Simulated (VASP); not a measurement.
# GeW3 (Pm-3m) in VASP: further runs

The runs below take GeW3 through single point, relaxation of cell and atoms, with PBE.

Everything below comes from runs of VASP 6.6.1. Logs are shortened: lines on timing, memory, paths and dates and some standing lists are left out, and cuts for length are marked.

### Step 1. The cell of the first run

The structure is cubic, space group Pm-3m (No. 221). Conventional cell: a = 3.976 Å, b = 3.976 Å, c = 3.976 Å, α = 90.00°, β = 90.00°, γ = 90.00°. Ge (site symmetry m-3m) has 12 W at 2.81 Å within 3.7 Å. Within 3.7 Å of W (site symmetry 4/mmm) lie 4 Ge at 2.81 Å and 8 W at 2.81 Å.

### Step 2. Single point, PBE

Contents of INCAR:

```
SYSTEM = GeW3
PREC = Accurate
ENCUT = 520
EDIFF = 1E-7
ISMEAR = 0
SIGMA = 0.1
LREAL = .FALSE.
LASPH = .TRUE.
NELM = 80
ALGO = Normal
ISIF = 2
LWAVE = .FALSE.
LCHARG = .FALSE.
GGA = PE
NBANDS = 36
```

Contents of KPOINTS:

```
regular mesh
0
G
  4 4 4
  0 0 0
```

Contents of POSCAR:

```
GeW3
1.0
    3.9764893056      0.0000000000      0.0000000000
    0.0000000000      3.9764893056      0.0000000000
    0.0000000000      0.0000000000      3.9764893056
Ge W
1 3
Direct
    0.0000000000      0.0000000000      0.0000000000
    0.0000000000      0.5000000000      0.5000000000
    0.5000000000      0.0000000000      0.5000000000
    0.5000000000      0.5000000000      0.0000000000
```

Potentials or basis: VASP PAW PBE potentials, release 64 (Ge_d, W_sv).

Launch:

```
$ cat potpaw_PBE.64/Ge_d/POTCAR potpaw_PBE.64/W_sv/POTCAR > POTCAR
$ mpirun -np 1 vasp_std > vasp.out
```

OUTCAR:

```text
SYSTEM = GeW3
   PREC = Accurate
   ENCUT = 520
   EDIFF = 1E-7
   ISMEAR = 0
   LREAL = .FALSE.
   LASPH = .TRUE.
   NELM = 80
   ISIF = 2
   GGA = PE

 ion  position               nearest neighbor table
   1  0.000  0.000  0.000-   2 2.81   3 2.81   4 2.81   2 2.81   3 2.81   2 2.81   4 2.81   2 2.81
                             3 2.81   4 2.81   3 2.81   4 2.81
   2  0.000  0.500  0.500-   1 2.81   3 2.81   4 2.81   1 2.81   4 2.81   1 2.81   3 2.81   1 2.81
                             3 2.81   4 2.81   4 2.81   3 2.81
   3  0.500  0.000  0.500-   1 2.81   2 2.81   4 2.81   1 2.81   4 2.81   2 2.81   4 2.81   4 2.81
                             1 2.81   2 2.81   1 2.81   2 2.81
   4  0.500  0.500  0.000-   1 2.81   2 2.81   3 2.81   2 2.81   3 2.81   1 2.81   3 2.81   3 2.81
                             1 2.81   2 2.81   2 2.81   1 2.81

  LATTYP: Found a simple cubic cell.
 ALAT       =     3.9764893056

  Lattice vectors:

 A1 = (   3.9764893056,   0.0000000000,   0.0000000000)
 A2 = (   0.0000000000,   3.9764893056,   0.0000000000)
 A3 = (   0.0000000000,   0.0000000000,   3.9764893056)

Analysis of symmetry for initial positions (statically):
=====================================================================
 Subroutine PRICEL returns:
 Original cell was already a primitive cell.

 Routine SETGRP: Setting up the symmetry group for a
 simple cubic supercell.

 Subroutine GETGRP returns: Found 48 space group operations
 (whereof 48 operations were pure point group operations)
 out of a pool of 48 trial point group operations.

The static configuration has the point symmetry O_h .

Analysis of symmetry for dynamics (positions and initial velocities):
=====================================================================
 Subroutine PRICEL returns:
 Original cell was already a primitive cell.

 Routine SETGRP: Setting up the symmetry group for a
 simple cubic supercell.

 Subroutine GETGRP returns: Found 48 space group operations
 (whereof 48 operations were pure point group operations)
 out of a pool of 48 trial point group operations.

The dynamic configuration has the point symmetry O_h .

 Subroutine INISYM returns: Found 48 space group operations
 (whereof 48 operations are pure point group operations),
 and found     1 'primitive' translations

----------------------------------------------------------------------------------------

                                     Primitive cell

  volume of cell :      62.8781

  direct lattice vectors                    reciprocal lattice vectors
     3.976489306  0.000000000  0.000000000     0.251478106  0.000000000  0.000000000
     0.000000000  3.976489306  0.000000000     0.000000000  0.251478106  0.000000000
     0.000000000  0.000000000  3.976489306     0.000000000  0.000000000  0.251478106

  length of vectors
     3.976489306  3.976489306  3.976489306     0.251478106  0.251478106  0.251478106

  position of ions in fractional coordinates (direct lattice)
     0.000000000  0.000000000  0.000000000
     0.000000000  0.500000000  0.500000000
     0.500000000  0.000000000  0.500000000
     0.500000000  0.500000000  0.000000000

  ion indices of the primitive-cell ions
   primitive index   ion index
                 1           1
                 2           2
                 3           3
                 4           4

----------------------------------------------------------------------------------------

 KPOINTS: regular mesh

Automatic generation of k-mesh.
 Grid dimensions read from file:
 generate k-points for:    4    4    4

 Generating k-lattice:

  Cartesian coordinates                     Fractional coordinates (reciprocal lattice)
     0.062869527  0.000000000  0.000000000     0.250000000  0.000000000  0.000000000
     0.000000000  0.062869527  0.000000000     0.000000000  0.250000000  0.000000000
     0.000000000  0.000000000  0.062869527     0.000000000  0.000000000  0.250000000

  Length of vectors
     0.062869527  0.062869527  0.062869527

  Shift w.r.t. Gamma in fractional coordinates (k-lattice)
     0.000000000  0.000000000  0.000000000

 Subroutine IBZKPT returns following result:
 ===========================================

 Found     10 irreducible k-points:

 Following reciprocal coordinates:
            Coordinates               Weight
  0.000000  0.000000  0.000000      1.000000
  0.250000  0.000000  0.000000      6.000000
  0.500000  0.000000  0.000000      3.000000
  0.250000  0.250000  0.000000     12.000000
  0.500000  0.250000  0.000000     12.000000
  0.500000  0.500000  0.000000      3.000000
  0.250000  0.250000  0.250000      8.000000
  0.500000  0.250000  0.250000     12.000000
  0.500000  0.500000  0.250000      6.000000
  0.500000  0.500000  0.500000      1.000000
   k-points           NKPTS =     10   k-points in BZ     NKDIM =     10   number of bands    NBANDS=     36
   number of dos      NEDOS =    301   number of ions     NIONS =      4
   total plane-waves  NPLWV =  27000
   dimension x,y,z NGX =    30 NGY =   30 NGZ =   30
   dimension x,y,z NGXF=    60 NGYF=   60 NGZF=   60
   ions per type =               1   3
   NGX,Y,Z   is equivalent  to a cutoff of  12.54, 12.54, 12.54 a.u.
   NGXF,Y,Z  is equivalent  to a cutoff of  25.08, 25.08, 25.08 a.u.
 SYSTEM =  GeW3
   PREC   = accura    normal or accurate (medium, high low for compatibility)
   ISTART =      0    job   : 0-new  1-cont  2-samecut
   ICHARG =      2    charge: 1-file 2-atom 10-const
   ISPIN  =      1    spin polarized calculation?
   LNONCOLLINEAR =      F non collinear calculations
   LSORBIT =      F    spin-orbit coupling
   LASPH  =      T    aspherical Exc in radial PAW
   ENCUT  =  520.0 eV  38.22 Ry    6.18 a.u.   7.39  7.39  7.39*2*pi/ulx,y,z
   NELM   =     80;   NELMIN=  2; NELMDL= -5     # of ELM steps
   EDIFF  = 0.1E-06   stopping-criterion for ELM
   LREAL  =      F    real-space projection
   EDIFFG = 0.1E-05   stopping-criterion for IOM
   NSW    =      0    number of steps for IOM
   IBRION =     -1    ionic relax: 0-MD 1-quasi-New 2-CG
   NFREE  =      0    steps in history (QN), initial steepest desc. (CG)
   ISIF   =      2    stress and relaxation
   ISYM   =      2    0-nonsym 1-usesym 2-fastsym
   POTIM  = 0.5000    time-step for ionic-motion
   TEBEG  =    0.0;   TEEND  =   0.0 temperature during run
   PSTRESS=    0.0 pullay stress
   NELECT =      56.0000    total number of electrons
   NUPDOWN=      -1.0000    fix difference up-down
   EMIN   =  10.00;   EMAX   =-10.00  energy-range for DOS
   EFERMI =   0.00;   METHOD = LEGACY
   ISMEAR =     0;   SIGMA  =   0.10  broadening in eV -4-tet -1-fermi 0-gaus
   EFERMI_NEDOS =   21; number of points for ismear=-14 and -15
   IALGO  =     38    algorithm
   IMIX   =      4    mixing-type and parameters
     AMIX     =   0.40;   BMIX     =  1.00
     AMIX_MAG =   1.60;   BMIX_MAG =  1.00
  volume/ion in A,a.u.               =      15.72       106.08
  Fermi-wavevector in a.u.,A,eV,Ry     =   1.575086  2.976482 33.754651  2.480897
  Thomas-Fermi vector in A             =   2.676123
   LORBIT       =      0    0 simple, 1 ext, 2 COOP (PROOUT), +10 PAW based schemes
   GGA     = PE    functional components
   LHFCALC =     F    Hartree Fock is set to
   AEXX    =    0.0000 exact exchange contribution
   IVDW    =     0    specifies the selected vdW correction
   LEPSILON=     F    determine dielectric tensor
   LRPA    =     F    only Hartree local field effects (RPA)
 non-spin polarized calculation
 Gauss-broadening in eV      SIGMA  =   0.10
  energy-cutoff  :      520.00
  volume of cell :       62.88
 maximum number of plane-waves:      1743
 NGX is ok and might be reduce to    30
   NGX = 15   NGY = 15   NGZ = 15

 number of electron      55.9999988 magnetization

 Free energy of the ion-electron system (eV)
  ---------------------------------------------------
  ext. energy  EPLUGINS =         0.00000000
  ---------------------------------------------------
  free energy    TOTEN  =       -41.85163941 eV

  energy without entropy =      -41.83660300  energy(sigma->0) =      -41.84412121

 E-fermi :  11.3485     XC(G=0): -13.3306

 val. band max:       11.3210356223   @ k =   0.5000   0.5000   0.0000
 cond. band min:      11.3579934752   @ k =   0.5000   0.5000   0.5000
 fundamental gap:      0.0369578529
 Fermi energy:        11.3484830734

 k-point     1 :       0.0000    0.0000    0.0000
  band No.  band energies     occupation
      1     -63.0970      2.00000
      2     -62.9690      2.00000
      3     -62.9690      2.00000
      4     -27.7204      2.00000
      5     -27.7204      2.00000
      6     -27.7204      2.00000
[... 28 lines left out ...]
     35      16.6334      0.00000
     36      16.6334      0.00000

 k-point     2 :       0.2500    0.0000    0.0000
  band No.  band energies     occupation
      1     -63.0807      2.00000
      2     -62.9852      2.00000
      3     -62.9688      2.00000
      4     -27.6510      2.00000
      5     -27.6510      2.00000
      6     -27.6116      2.00000
[... 28 lines left out ...]
     35      15.0037      0.00000
     36      15.0037      0.00000

 k-point     3 :       0.5000    0.0000    0.0000
  band No.  band energies     occupation
      1     -63.0544      2.00000
      2     -63.0116      2.00000
      3     -62.9686      2.00000
      4     -27.5537      2.00000
      5     -27.5537      2.00000
      6     -27.4016      2.00000
[... 28 lines left out ...]
     35      16.5325      0.00000
     36      16.5338      0.00000
[... 196 lines left out ...]
 k-point     9 :       0.5000    0.5000    0.2500
  band No.  band energies     occupation
      1     -63.0112      2.00000
      2     -63.0112      2.00000
      3     -63.0112      2.00000
      4     -27.8085      2.00000
      5     -27.6969      2.00000
      6     -27.5817      2.00000
[... 28 lines left out ...]
     35      14.5681      0.00000
     36      15.7598      0.00000

 k-point    10 :       0.5000    0.5000    0.5000
  band No.  band energies     occupation
      1     -63.0110      2.00000
      2     -63.0110      2.00000
      3     -63.0110      2.00000
      4     -27.9472      2.00000
      5     -27.6944      2.00000
      6     -27.6944      2.00000
[... 28 lines left out ...]
     35      15.8206      0.00000
     36      15.8206      0.00000

------------------------ aborting loop because EDIFF is reached ----------------------------------------

  FORCE on cell =-STRESS in cart. coord.  units (eV):
  Direction    XX          YY          ZZ          XY          YZ          ZX
  --------------------------------------------------------------------------------------
  -------------------------------------------------------------------------------------
  Total        0.1872751      0.1872751      0.1872751      0.0000000      0.0000000      0.0000000
  in kB        4.7718993      4.7718993      4.7718993      0.0000000      0.0000000      0.0000000
  external PRESSURE =       4.7718993 kB  Pullay stress =       0.0000000 kB

 VOLUME and BASIS-vectors are now :
 -----------------------------------------------------------------------------
  energy-cutoff  :      520.00
  volume of cell :       62.88
      direct lattice vectors                 reciprocal lattice vectors
     3.976489306  0.000000000  0.000000000     0.251478106  0.000000000  0.000000000
     0.000000000  3.976489306  0.000000000     0.000000000  0.251478106  0.000000000
     0.000000000  0.000000000  3.976489306     0.000000000  0.000000000  0.251478106

 POSITION                                       TOTAL-FORCE (eV/Angst)
 -----------------------------------------------------------------------------------
      0.00000      0.00000      0.00000         0.000000      0.000000      0.000000
      0.00000      1.98824      1.98824         0.000000      0.000000      0.000000
      1.98824      0.00000      1.98824         0.000000      0.000000      0.000000
      1.98824      1.98824      0.00000         0.000000      0.000000      0.000000
 -----------------------------------------------------------------------------------
    total drift:                                0.000000      0.000000     -0.000000

  FREE ENERGIE OF THE ION-ELECTRON SYSTEM (eV)
  ---------------------------------------------------
  free  energy   TOTEN  =       -41.8516394131 eV

  energy  without entropy=      -41.8366029982  energy(sigma->0) =      -41.84412121
```

It took 12 s on 1 thread of Intel Xeon 6975P-C (Granite Rapids), shared host; peak memory 0.17 GiB.

Results:

| Property | Result |
| --- | --- |
| Free energy | -41.8516 eV |
| Pressure | 0.5 GPa |
| Band gap on the k mesh | zero (band 28 reaches 11.81 eV, above the bottom of band 29 at 10.59 eV) |

Caveat: the k points lie up to 0.40 Å⁻¹ apart; spin-orbit coupling is left out, which moves the levels of the heavy elements.

### Step 3. Single point, PBE

This run uses another cell than the first one, of 16.07 Å³/atom, 1.023 times its volume.

Contents of INCAR:

```
PREC     = Accurate       # precision mode
ENCUT    = 520            # plane-wave cutoff, eV
EDIFF    = 1E-6           # SCF threshold, eV
ISMEAR   = 0              # smearing method
SIGMA    = 0.1            # smearing width, eV
LREAL    = F              # projectors in reciprocal space
LASPH    = T              # aspherical terms in the spheres
NELM     = 80             # most SCF steps
ALGO     = Normal         # electronic algorithm
ISIF     = 2              # what is computed and relaxed
LWAVE    = F              # write WAVECAR
LCHARG   = F              # write CHGCAR
GGA      = PE             # functional
NBANDS   = 36             # bands
```

Contents of KPOINTS:

```
Automatic mesh
0
Gamma
  4 4 4
```

Contents of POSCAR:

```
GeW3
1.0
    4.0061070816      0.0000000000      0.0000000000
    0.0000000000      4.0061070816      0.0000000000
    0.0000000000      0.0000000000      4.0061070816
Ge W
1 3
Direct
    0.0000000000      0.0000000000      0.0000000000
    0.0000000000      0.5000000000      0.5000000000
    0.5000000000      0.0000000000      0.5000000000
    0.5000000000      0.5000000000      0.0000000000
```

Potentials or basis: VASP PAW PBE potentials, release 64 (Ge_d, W_sv).

Launch:

```
$ cat potpaw_PBE.64/Ge_d/POTCAR potpaw_PBE.64/W_sv/POTCAR > POTCAR
$ mpirun -np 1 vasp_std > vasp.out
```

OUTCAR:

```text
PREC = Accurate
   ENCUT = 520
   EDIFF = 1E-6
   ISMEAR = 0
   LREAL = F
   LASPH = T
   NELM = 80
   ISIF = 2
   GGA = PE

 ion  position               nearest neighbor table
   1  0.000  0.000  0.000-   2 2.83   3 2.83   4 2.83   2 2.83   3 2.83   2 2.83   4 2.83   2 2.83
                             3 2.83   4 2.83   3 2.83   4 2.83
   2  0.000  0.500  0.500-   1 2.83   3 2.83   4 2.83   1 2.83   4 2.83   1 2.83   3 2.83   1 2.83
                             3 2.83   4 2.83   4 2.83   3 2.83
   3  0.500  0.000  0.500-   1 2.83   2 2.83   4 2.83   1 2.83   4 2.83   2 2.83   4 2.83   4 2.83
                             1 2.83   2 2.83   1 2.83   2 2.83
   4  0.500  0.500  0.000-   1 2.83   2 2.83   3 2.83   2 2.83   3 2.83   1 2.83   3 2.83   3 2.83
                             1 2.83   2 2.83   2 2.83   1 2.83

  LATTYP: Found a simple cubic cell.
 ALAT       =     4.0061070816

  Lattice vectors:

 A1 = (   4.0061070816,   0.0000000000,   0.0000000000)
 A2 = (   0.0000000000,   4.0061070816,   0.0000000000)
 A3 = (   0.0000000000,   0.0000000000,   4.0061070816)

Analysis of symmetry for initial positions (statically):
=====================================================================
 Subroutine PRICEL returns:
[... 164 lines left out ...]
 cond. band min:      11.0478467914   @ k =   0.5000   0.5000   0.5000
 fundamental gap:      0.0376462704
 Fermi energy:        11.0313796047

 k-point     1 :       0.0000    0.0000    0.0000
  band No.  band energies     occupation
      1     -63.4402      2.00000
      2     -63.3244      2.00000
      3     -63.3244      2.00000
      4     -28.0208      2.00000
      5     -28.0208      2.00000
      6     -28.0208      2.00000
[... 379 lines left out ...]
     35      15.3560      0.00000
     36      15.3560      0.00000

------------------------ aborting loop because EDIFF is reached ----------------------------------------

  FORCE on cell =-STRESS in cart. coord.  units (eV):
  Direction    XX          YY          ZZ          XY          YZ          ZX
  --------------------------------------------------------------------------------------
  -------------------------------------------------------------------------------------
  Total       -1.9594980     -1.9594980     -1.9594980      0.0000000      0.0000000     -0.0000000
  in kB      -48.8301153    -48.8301153    -48.8301153      0.0000000      0.0000000     -0.0000000
  external PRESSURE =     -48.8301153 kB  Pullay stress =       0.0000000 kB

 VOLUME and BASIS-vectors are now :
 -----------------------------------------------------------------------------
  energy-cutoff  :      520.00
  volume of cell :       64.29
      direct lattice vectors                 reciprocal lattice vectors
     4.006107082  0.000000000  0.000000000     0.249618889  0.000000000  0.000000000
     0.000000000  4.006107082  0.000000000     0.000000000  0.249618889  0.000000000
     0.000000000  0.000000000  4.006107082     0.000000000  0.000000000  0.249618889

 POSITION                                       TOTAL-FORCE (eV/Angst)
 -----------------------------------------------------------------------------------
      0.00000      0.00000      0.00000         0.000000      0.000000      0.000000
      0.00000      2.00305      2.00305         0.000000      0.000000      0.000000
      2.00305      0.00000      2.00305         0.000000      0.000000      0.000000
      2.00305      2.00305      0.00000         0.000000      0.000000      0.000000
 -----------------------------------------------------------------------------------
    total drift:                                0.000000      0.000000     -0.000000

  FREE ENERGIE OF THE ION-ELECTRON SYSTEM (eV)
  ---------------------------------------------------
  free  energy   TOTEN  =       -41.8323836840 eV

  energy  without entropy=      -41.8163055499  energy(sigma->0) =      -41.82434462
```

OSZICAR:

```text
N       E                     dE             d eps       ncg     rms          rms(c)
DAV:   1     0.661968087877E+03    0.66197E+03   -0.31625E+04   872   0.304E+03
DAV:   2     0.170183176784E+02   -0.64495E+03   -0.63053E+03   752   0.774E+02
DAV:   3    -0.408672036846E+02   -0.57886E+02   -0.55855E+02   800   0.163E+02
DAV:   4    -0.435794349971E+02   -0.27122E+01   -0.26444E+01   892   0.332E+01
DAV:   5    -0.436360981405E+02   -0.56663E-01   -0.56207E-01   868   0.532E+00    0.322E+01
DAV:   6    -0.421423320915E+02    0.14938E+01   -0.26850E+00   812   0.108E+01    0.125E+01
DAV:   7    -0.418485423574E+02    0.29379E+00   -0.87268E-01   832   0.653E+00    0.126E+00
DAV:   8    -0.418336168224E+02    0.14926E-01   -0.32206E-02   840   0.130E+00    0.388E-01
DAV:   9    -0.418323449230E+02    0.12719E-02   -0.37110E-03   872   0.501E-01    0.185E-01
DAV:  10    -0.418323871054E+02   -0.42182E-04   -0.16540E-04   944   0.121E-01    0.290E-02
DAV:  11    -0.418323851925E+02    0.19129E-05   -0.41252E-05   932   0.598E-02    0.706E-03
DAV:  12    -0.418323838157E+02    0.13769E-05   -0.19352E-06   596   0.944E-03    0.201E-03
DAV:  13    -0.418323836840E+02    0.13163E-06   -0.29257E-07   444   0.430E-03
   1 F= -.41832384E+02 E0= -.41824345E+02  d E =-.160781E-01
```

Run time: 10 s. Hardware: 1 thread of Intel Xeon 6975P-C (Granite Rapids), shared host; peak memory 0.17 GiB.

Results:

```yaml
Free_energy: -41.8324 eV
Pressure: -4.9 GPa
Band_gap_on_the_k_mesh: zero (band 28 reaches 11.46 eV, above the bottom of band 29 at 10.29 eV)
```

Caveat: the k points lie up to 0.39 Å⁻¹ apart; spin-orbit coupling is left out, which moves the levels of the heavy elements.

(Part 1 of 2 ends here.)
